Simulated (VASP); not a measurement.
Write the native input for VASP 6.6.1 that does the following.

* Task: single point
* Functional: LDA
* Potentials or basis: VASP PAW LDA potentials, release 64 (Si)
* Cutoff: 520 eV
* k mesh: 24 × 24 × 10
* Occupations: gaussian, width 0.15 eV
* Spin: no spin polarisation
* Dipole correction: no
* Further INCAR settings: ALGO = Normal; EDIFF = 1e-06; NBANDS = 11

The structure of Si lies in POSCAR:

```
Si
1.0
    2.5856101841      0.0000000000      0.0000000000
   -1.2928050921      2.2392041037      0.0000000000
    0.0000000000      0.0000000000      4.5062692700
Si
2
Direct
    0.3333333333      0.6666666667      0.2500000000
    0.6666666667      0.3333333333      0.7500000000
```

This cell differs from its parent crystal: strain -0.0300 x Voigt [1, 1, 0, 0, 0, 0].

These files were run (other wordings do the same):

INCAR

```
SYSTEM = Si
  PREC = Accurate
  ENCUT = 520
  EDIFF = 1E-6
  ISMEAR = 0
  SIGMA = 0.15
  LREAL = .False.
  LASPH = .True.
  NELM = 60
  ALGO = Normal
  ISIF = 2
  LWAVE = .False.
  LCHARG = .True.
  LELF = .True.
  LVHAR = .True.
  NBANDS = 11
```

KPOINTS

```
regular mesh
0
Gamma
  24 24 10
  0 0 0
```

Potentials or basis: VASP PAW LDA potentials, release 64 (Si).

Launch:

```sh
$ cat potpaw_LDA.64/Si/POTCAR > POTCAR
$ mpirun -np 1 vasp_std > vasp.out
```

It gave:

The pressure is 6.3 GPa and the band gap on the k mesh is zero (band 4 reaches 21.62 eV, above the bottom of band 5 at 7.63 eV).

Caveat: the cell differs from its parent crystal (strain -0.0300 x Voigt [1, 1, 0, 0, 0, 0]).

Run time: 25 s on 1 thread of Intel(R) Xeon(R) 6975P-C (Granite Rapids), with other jobs on the host, peak memory 0.18 GiB.
